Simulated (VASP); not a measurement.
Write the native input for VASP 6.6.1 that does the following.

* Task: single point
* Functional: r2SCAN
* Potentials or basis: VASP PAW PBE potentials, release 64 (Ni)
* Cutoff: 520 eV
* k mesh: 20 × 20 × 20
* Occupations: gaussian, width 0.05 eV
* Spin: collinear spin, ferromagnetic start
* Starting moments: [0.8] μB
* Dipole correction: no
* Further INCAR settings: ALGO = Normal; EDIFF = 1e-06; NBANDS = 15

The system is Ni.

```
CELL_PARAMETERS angstrom
0.00000 1.76234 1.76234
1.76234 0.00000 1.76234
1.76234 1.76234 0.00000
ATOMIC_POSITIONS crystal
Ni 0.00000 0.00000 0.00000
```

These files were run (other wordings do the same):

POSCAR

```
Ni
1.0
    0.0000000000      1.7623435447      1.7623435447
    1.7623435447      0.0000000000      1.7623435447
    1.7623435447      1.7623435447      0.0000000000
Ni
1
Direct
    0.0000000000      0.0000000000      0.0000000000
```

INCAR.step1

```
SYSTEM = Ni
PREC = Accurate ; ENCUT = 520
ISMEAR = 0 ; SIGMA = 0.05
LREAL = .False. ; LASPH = .True.
NELM = 150 ; ISPIN = 2
MAGMOM = 0.8 ; LMAXMIX = 4
NBANDS = 15 ; GGA = PE
ALGO = Normal ; EDIFF = 1E-4
LWAVE = .True. ; LCHARG = .False.
```

INCAR.step2

```
SYSTEM = Ni
PREC = Accurate ; ENCUT = 520
EDIFF = 1E-6 ; ISMEAR = 0
SIGMA = 0.05 ; LREAL = .False.
LASPH = .True. ; NELM = 150
ALGO = Normal ; ISIF = 2
LWAVE = .False. ; LCHARG = .False.
ISPIN = 2 ; MAGMOM = 0.8
LORBIT = 11 ; LMAXMIX = 4
METAGGA = R2SCAN ; LMIXTAU = .True.
NBANDS = 15 ; ISTART = 1
```

KPOINTS

```
Automatic mesh
0
Gamma
  20 20 20
  0 0 0
```

Potentials or basis: VASP PAW PBE potentials, release 64 (Ni).

The run is started by

```sh
$ cat potpaw_PBE.64/Ni/POTCAR > POTCAR
$ cp INCAR.step1 INCAR
$ mpirun -np 1 vasp_std > vasp.out
$ cp INCAR.step2 INCAR
$ mpirun -np 1 vasp_std > vasp.out
```

Results of the run:

```json
{
 "Pressure": "-7.3 GPa",
 "Net moment": "0.75 μB per cell",
 "Site moments": "Ni +0.78 μB",
 "Valence electrons inside the program's atomic spheres": "Ni 9.33"
}
```

Caveat: the PAW data sets were made with another functional, which shifts forces and pressure a little.

It took 3.2 min on 1 thread of Intel(R) Xeon(R) Platinum 8488C (Sapphire Rapids), on a shared host, peak memory 0.18 GiB.
